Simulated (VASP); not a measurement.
# SiNi (CsCl type) (Pm-3m) in VASP: a series of runs, part 2 of 2

VASP 6.6.1.

### 3 Single point, PBE (volume scaled by 0.88)

Contents of INCAR:

```
SYSTEM = SiNi
ALGO = Normal
EDIFF = 1E-7
ENCUT = 520
GGA = PE
ISIF = 2
ISMEAR = -1
LASPH = .True.
LCHARG = .True.
LELF = .True.
LREAL = .False.
LVHAR = .True.
LWAVE = .False.
NBANDS = 14
NELM = 60
PREC = Accurate
SIGMA = 0.1
```

Contents of KPOINTS:

```
k-points
0
Gamma
  15 15 15
  0 0 0
```

Contents of POSCAR:

```
SiNi
1.0
    2.7203070949      0.0000000000      0.0000000000
    0.0000000000      2.7203070949      0.0000000000
    0.0000000000      0.0000000000      2.7203070949
Ni Si
1 1
Direct
    0.0000000000      0.0000000000      0.0000000000
    0.5000000000      0.5000000000      0.5000000000
```

Potentials or basis: VASP PAW PBE potentials, release 64 (Ni, Si).

Started as:

```
$ cat potpaw_PBE.64/Ni/POTCAR potpaw_PBE.64/Si/POTCAR > POTCAR
$ mpirun -np 1 vasp_std > vasp.out
```

OUTCAR:

```text
SYSTEM = SiNi
   EDIFF = 1E-7
   ENCUT = 520
   GGA = PE
   ISIF = 2
   ISMEAR = -1
   LASPH = .True.
   LREAL = .False.
   NELM = 60
   PREC = Accurate

 ion  position               nearest neighbor table
   1  0.000  0.000  0.000-   2 2.36   2 2.36   2 2.36   2 2.36   2 2.36   2 2.36   2 2.36   2 2.36

   2  0.500  0.500  0.500-   1 2.36   1 2.36   1 2.36   1 2.36   1 2.36   1 2.36   1 2.36   1 2.36

  LATTYP: Found a simple cubic cell.
 ALAT       =     2.7203070949

  Lattice vectors:

 A1 = (   2.7203070949,   0.0000000000,   0.0000000000)
 A2 = (   0.0000000000,   2.7203070949,   0.0000000000)
 A3 = (   0.0000000000,   0.0000000000,   2.7203070949)

Analysis of symmetry for initial positions (statically):
=====================================================================
 Subroutine PRICEL returns:
 Original cell was already a primitive cell.

 Routine SETGRP: Setting up the symmetry group for a
 simple cubic supercell.

 Subroutine GETGRP returns: Found 48 space group operations
 (whereof 48 operations were pure point group operations)
 out of a pool of 48 trial point group operations.

The static configuration has the point symmetry O_h .

Analysis of symmetry for dynamics (positions and initial velocities):
=====================================================================
 Subroutine PRICEL returns:
 Original cell was already a primitive cell.

 Routine SETGRP: Setting up the symmetry group for a
 simple cubic supercell.

 Subroutine GETGRP returns: Found 48 space group operations
 (whereof 48 operations were pure point group operations)
 out of a pool of 48 trial point group operations.

The dynamic configuration has the point symmetry O_h .

 Subroutine INISYM returns: Found 48 space group operations
 (whereof 48 operations are pure point group operations),
 and found     1 'primitive' translations

----------------------------------------------------------------------------------------

                                     Primitive cell

  volume of cell :      20.1305

  direct lattice vectors                    reciprocal lattice vectors
     2.720307095  0.000000000  0.000000000     0.367605555  0.000000000  0.000000000
     0.000000000  2.720307095  0.000000000     0.000000000  0.367605555  0.000000000
     0.000000000  0.000000000  2.720307095     0.000000000  0.000000000  0.367605555

  length of vectors
     2.720307095  2.720307095  2.720307095     0.367605555  0.367605555  0.367605555

  position of ions in fractional coordinates (direct lattice)
     0.000000000  0.000000000  0.000000000
     0.500000000  0.500000000  0.500000000

  ion indices of the primitive-cell ions
   primitive index   ion index
                 1           1
                 2           2

----------------------------------------------------------------------------------------

 KPOINTS: k-points

Automatic generation of k-mesh.
 Grid dimensions read from file:
[... 23 lines left out ...]
  0.066667  0.000000  0.000000      6.000000
  0.133333  0.000000  0.000000      6.000000
  0.200000  0.000000  0.000000      6.000000
  0.266667  0.000000  0.000000      6.000000
  0.333333  0.000000  0.000000      6.000000
[... 16 lines left out ...]
  0.266667  0.200000  0.000000     24.000000
  0.333333  0.200000  0.000000     24.000000
 [... further k-points ...]
   k-points           NKPTS =    120   k-points in BZ     NKDIM =    120   number of bands    NBANDS=     14
   number of dos      NEDOS =    301   number of ions     NIONS =      2
   total plane-waves  NPLWV =   8000
   dimension x,y,z NGX =    20 NGY =   20 NGZ =   20
   dimension x,y,z NGXF=    40 NGYF=   40 NGZF=   40
   ions per type =               1   1
   NGX,Y,Z   is equivalent  to a cutoff of  12.22, 12.22, 12.22 a.u.
   NGXF,Y,Z  is equivalent  to a cutoff of  24.45, 24.45, 24.45 a.u.
 SYSTEM =  SiNi
   PREC   = accura    normal or accurate (medium, high low for compatibility)
   ISTART =      0    job   : 0-new  1-cont  2-samecut
   ICHARG =      2    charge: 1-file 2-atom 10-const
   ISPIN  =      1    spin polarized calculation?
   LNONCOLLINEAR =      F non collinear calculations
   LSORBIT =      F    spin-orbit coupling
   LASPH  =      T    aspherical Exc in radial PAW
   ENCUT  =  520.0 eV  38.22 Ry    6.18 a.u.   5.06  5.06  5.06*2*pi/ulx,y,z
   NELM   =     60;   NELMIN=  2; NELMDL= -5     # of ELM steps
   EDIFF  = 0.1E-06   stopping-criterion for ELM
   LREAL  =      F    real-space projection
   EDIFFG = 0.1E-05   stopping-criterion for IOM
   NSW    =      0    number of steps for IOM
   IBRION =     -1    ionic relax: 0-MD 1-quasi-New 2-CG
   NFREE  =      0    steps in history (QN), initial steepest desc. (CG)
   ISIF   =      2    stress and relaxation
   ISYM   =      2    0-nonsym 1-usesym 2-fastsym
   POTIM  = 0.5000    time-step for ionic-motion
   TEBEG  =    0.0;   TEEND  =   0.0 temperature during run
   PSTRESS=    0.0 pullay stress
   NELECT =      14.0000    total number of electrons
   NUPDOWN=      -1.0000    fix difference up-down
   EMIN   =  10.00;   EMAX   =-10.00  energy-range for DOS
   EFERMI =   0.00;   METHOD = LEGACY
   ISMEAR =    -1;   SIGMA  =   0.10  broadening in eV -4-tet -1-fermi 0-gaus
   EFERMI_NEDOS =   21; number of points for ismear=-14 and -15
   IALGO  =     38    algorithm
   IMIX   =      4    mixing-type and parameters
     AMIX     =   0.40;   BMIX     =  1.00
     AMIX_MAG =   1.60;   BMIX_MAG =  1.00
  volume/ion in A,a.u.               =      10.07        67.92
  Fermi-wavevector in a.u.,A,eV,Ry     =   1.450439  2.740933 28.623587  2.103774
  Thomas-Fermi vector in A             =   2.568051
   LORBIT       =      0    0 simple, 1 ext, 2 COOP (PROOUT), +10 PAW based schemes
   GGA     = PE    functional components
   LHFCALC =     F    Hartree Fock is set to
   AEXX    =    0.0000 exact exchange contribution
   IVDW    =     0    specifies the selected vdW correction
   LEPSILON=     F    determine dielectric tensor
   LRPA    =     F    only Hartree local field effects (RPA)
 non-spin polarized calculation
  energy-cutoff  :      520.00
  volume of cell :       20.13
 maximum number of plane-waves:       554
   NGX = 11   NGY = 11   NGZ = 11

 number of electron      14.0000023 magnetization

 Free energy of the ion-electron system (eV)
  ---------------------------------------------------
  ext. energy  EPLUGINS =         0.00000000
  ---------------------------------------------------
  free energy    TOTEN  =       -11.24397664 eV

  energy without entropy =      -11.23048406  energy(sigma->0) =      -11.23723035

 E-fermi :  14.2338     XC(G=0): -13.2302

 val. band max:       14.1003526693   @ k =   0.4000   0.4000   0.3333
 cond. band min:      14.2446949218   @ k =   0.2000   0.1333   0.1333
 fundamental gap:      0.1443422525
 Fermi energy:        14.2338190961

 k-point     1 :       0.0000    0.0000    0.0000
  band No.  band energies     occupation
      1      -1.3386      2.00000
      2       9.0196      2.00000
      3       9.0196      2.00000
      4      11.2954      2.00000
      5      11.2954      2.00000
      6      11.2954      2.00000
      7      16.7301      0.00000
      8      16.7301      0.00000
      9      16.7301      0.00000
     10      20.9377      0.00000
     11      20.9377      0.00000
     12      26.2710      0.00000
     13      33.8818      0.00000
     14      33.8818      0.00000
[... 377 lines left out ...]
      1       1.5514      2.00000
      2       7.1514      2.00000
      3       9.1961      2.00000
      4      10.1546      2.00000
      5      10.4966      2.00000
      6      11.0477      2.00000
      7      12.6766      2.00000
      8      15.8073      0.00000
      9      20.4089      0.00000
     10      21.0307      0.00000
     11      23.7652      0.00000
     12      26.7440      0.00000
     13      28.7328      0.00000
     14      30.8197      0.00000

 [... further k-points ...]

------------------------ aborting loop because EDIFF is reached ----------------------------------------

  FORCE on cell =-STRESS in cart. coord.  units (eV):
  Direction    XX          YY          ZZ          XY          YZ          ZX
  --------------------------------------------------------------------------------------
  -------------------------------------------------------------------------------------
  Total        3.7695025      3.7695025      3.7695025      0.0000000      0.0000000      0.0000000
  in kB      300.0135105    300.0135105    300.0135105      0.0000000      0.0000000      0.0000000
  external PRESSURE =     300.0135105 kB  Pullay stress =       0.0000000 kB

 VOLUME and BASIS-vectors are now :
 -----------------------------------------------------------------------------
  energy-cutoff  :      520.00
  volume of cell :       20.13
      direct lattice vectors                 reciprocal lattice vectors
     2.720307095  0.000000000  0.000000000     0.367605555  0.000000000  0.000000000
     0.000000000  2.720307095  0.000000000     0.000000000  0.367605555  0.000000000
     0.000000000  0.000000000  2.720307095     0.000000000  0.000000000  0.367605555

 POSITION                                       TOTAL-FORCE (eV/Angst)
 -----------------------------------------------------------------------------------
      0.00000      0.00000      0.00000         0.000000      0.000000      0.000000
      1.36015      1.36015      1.36015         0.000000      0.000000      0.000000
 -----------------------------------------------------------------------------------
    total drift:                               -0.000000      0.000000      0.000000

  FREE ENERGIE OF THE ION-ELECTRON SYSTEM (eV)
  ---------------------------------------------------
  free  energy   TOTEN  =       -11.2439766432 eV

  energy  without entropy=      -11.2304840615  energy(sigma->0) =      -11.23723035
```

OSZICAR:

```text
N       E                     dE             d eps       ncg     rms          rms(c)
DAV:   1     0.476622634521E+02    0.47662E+02   -0.63836E+03  3496   0.119E+03
DAV:   2    -0.107080082344E+02   -0.58370E+02   -0.52349E+02  3600   0.204E+02
DAV:   3    -0.127782225933E+02   -0.20702E+01   -0.20437E+01  4314   0.416E+01
DAV:   4    -0.128009440524E+02   -0.22721E-01   -0.22713E-01  3840   0.402E+00
DAV:   5    -0.128014178713E+02   -0.47382E-03   -0.47380E-03  4290   0.615E-01    0.152E+01
DAV:   6    -0.140258170949E+02   -0.12244E+01   -0.30597E+01  3846   0.991E+01    0.156E+01
DAV:   7    -0.112670268951E+02    0.27588E+01   -0.10838E+01  3960   0.631E+01    0.311E+00
DAV:   8    -0.112607314886E+02    0.62954E-02   -0.28753E-01  4192   0.538E+00    0.158E+00
DAV:   9    -0.112441112132E+02    0.16620E-01   -0.45650E-02  4398   0.356E+00    0.249E-01
DAV:  10    -0.112439929798E+02    0.11823E-03   -0.88524E-04  3738   0.272E-01    0.960E-02
DAV:  11    -0.112439829721E+02    0.10008E-04   -0.89261E-05  5812   0.123E-01    0.188E-02
DAV:  12    -0.112439779480E+02    0.50241E-05   -0.50584E-06  4122   0.220E-02    0.743E-03
DAV:  13    -0.112439765651E+02    0.13829E-05   -0.29869E-06  4826   0.249E-02    0.161E-03
DAV:  14    -0.112439766865E+02   -0.12147E-06   -0.16655E-07  2518   0.491E-03    0.746E-04
DAV:  15    -0.112439766432E+02    0.43334E-07   -0.34185E-08  1986   0.304E-03
   1 F= -.11243977E+02 E0= -.11237230E+02  d E =-.134926E-01
```

Run time: 16 s. Hardware: 1 thread of Intel Xeon 6975P-C (Granite Rapids), shared host; peak memory 0.15 GiB.

What came out:

```yaml
Free_energy: -11.2440 eV
Pressure: 30.0 GPa
Band_gap_on_the_k_mesh: zero (band 7 reaches 16.73 eV, above the bottom of band 8 at 13.58 eV)
```

Levels at points of the mesh, in eV from the Fermi level:
```csv
k point,band 3,band 4,band 5,band 6,band 7,band 8,band 9,band 10,band 11,band 12
"(0.00, 0.00, 0.00)",-5.21,-2.94,-2.94,-2.94,2.50,2.50,2.50,6.70,6.70,12.04
```

 Spin polarisation is off, so any magnetic state and its effect on volume and gap are missing.

### 4 Single point, PBE (volume scaled by 0.88)

Contents of INCAR:

```
PREC = Accurate
ENCUT = 520
EDIFF = 1E-7
ISMEAR = -1
SIGMA = 0.1
LREAL = F
LASPH = T
NELM = 60
ALGO = Normal
ISIF = 2
LWAVE = F
LCHARG = F
GGA = PE
NBANDS = 14
```

Contents of KPOINTS:

```
Automatic mesh
0
Gamma
  15 15 15
```

POSCAR is that of step 3.

Started as:

```
$ cat potpaw_PBE.64/Ni/POTCAR potpaw_PBE.64/Si/POTCAR > POTCAR
$ mpirun -np 1 vasp_std > vasp.out
```

Wall time 14 s (1 thread of Intel Xeon 6975P-C (Granite Rapids), shared host); peak memory 0.14 GiB.

The run converged. Its results:

* Free energy: -11.2440 eV
* Pressure: 30.0 GPa
* Band gap on the k mesh: zero (band 7 reaches 16.73 eV, above the bottom of band 8 at 13.58 eV)

Levels at points of the mesh, in eV from the Fermi level:
```
           k point  band 3  band 4  band 5  band 6  band 7  band 8  band 9  band 10  band 11  band 12
(0.00, 0.00, 0.00)   -5.21   -2.94   -2.94   -2.94    2.50    2.50    2.50     6.70     6.70    12.04
```

 Spin polarisation is off, so any magnetic state and its effect on volume and gap are missing.

### 5 Single point, PBE (volume scaled by 0.94)

Contents of INCAR:

```
SYSTEM = SiNi
ALGO = Normal ; EDIFF = 1E-6
ENCUT = 520 ; GGA = PE
ISIF = 2 ; ISMEAR = -1
LASPH = .True. ; LCHARG = .True.
LELF = .True. ; LREAL = .False.
LVHAR = .True. ; LWAVE = .False.
NBANDS = 14 ; NELM = 80
PREC = Accurate ; SIGMA = 0.1
```

Contents of KPOINTS:

```
k-points
0
Gamma
  15 15 15
  0 0 0
```

Contents of POSCAR:

```
SiNi
1.0
    2.7807780586      0.0000000000      0.0000000000
    0.0000000000      2.7807780586      0.0000000000
    0.0000000000      0.0000000000      2.7807780586
Ni Si
1 1
Direct
    0.0000000000      0.0000000000      0.0000000000
    0.5000000000      0.5000000000      0.5000000000
```

Started as:

```
$ cat potpaw_PBE.64/Ni/POTCAR potpaw_PBE.64/Si/POTCAR > POTCAR
$ mpirun -np 1 vasp_std > vasp.out
```

It took 16 s on 1 thread of Intel Xeon 6975P-C (Granite Rapids), shared host; peak memory 0.16 GiB.

It converged, with:

| Item | Value |
| --- | --- |
| Free energy | -11.4207 eV |
| Pressure | 12.3 GPa |
| Band gap on the k mesh | zero (band 7 reaches 15.47 eV, above the bottom of band 8 at 12.16 eV) |

Levels at points of the mesh, in eV from the Fermi level:
| k point | band 5 | band 6 | band 7 | band 8 | band 9 | band 10 |
| --- | --- | --- | --- | --- | --- | --- |
| (0.00, 0.00, 0.00) | -2.58 | -2.58 | 2.49 | 2.49 | 2.49 | 6.75 |

### 6 Single point, PBE (volume scaled by 0.94)

Contents of INCAR:

```
PREC = Accurate ; ENCUT = 520
EDIFF = 1E-7 ; ISMEAR = -1
SIGMA = 0.1 ; LREAL = False
LASPH = True ; NELM = 80
ALGO = Normal ; ISIF = 2
LWAVE = False ; LCHARG = False
GGA = PE ; NBANDS = 14
```

Contents of KPOINTS:

```
regular mesh
0
Gamma
  15 15 15
```

POSCAR is that of step 5.

Potentials or basis: VASP PAW PBE potentials, release 64 (Ni, Si).

Started as:

```
$ cat potpaw_PBE.64/Ni/POTCAR potpaw_PBE.64/Si/POTCAR > POTCAR
$ mpirun -np 1 vasp_std > vasp.out
```

Run time: 15 s. Hardware: 1 thread of Intel Xeon 6975P-C (Granite Rapids), shared host; peak memory 0.16 GiB.

Results (log left out):

| Item | Value |
| --- | --- |
| Free energy | -11.4207 eV |
| Pressure | 12.3 GPa |
| Band gap on the k mesh | zero (band 7 reaches 15.47 eV, above the bottom of band 8 at 12.16 eV) |

Levels at points of the mesh, in eV from the Fermi level:
| k point | band 3 | band 4 | band 5 | band 6 | band 7 | band 8 | band 9 | band 10 | band 11 | band 12 |
| --- | --- | --- | --- | --- | --- | --- | --- | --- | --- | --- |
| (0.00, 0.00, 0.00) | -4.62 | -2.58 | -2.58 | -2.58 | 2.49 | 2.49 | 2.49 | 6.75 | 6.75 | 11.02 |

### 7 Overview

| cell | gap on the mesh (eV) | pressure (GPa) |
| --- | --- | --- |
| a = 2.544 Å, 2 atoms | none | 122.3 |
| a = 2.720 Å, 2 atoms | none | 30.0 |
| a = 2.781 Å, 2 atoms | none | 12.3 |

Alike in all rows: task single point; level PBE; potentials or basis VASP PAW PBE potentials, release 64 (Ni, Si); no spin polarisation; k mesh 15 × 15 × 15; cutoff (eV) 520; smearing fermi-dirac 0.1 eV.

Total energies depend on the potentials used, so only differences within one code and one set of settings carry meaning.
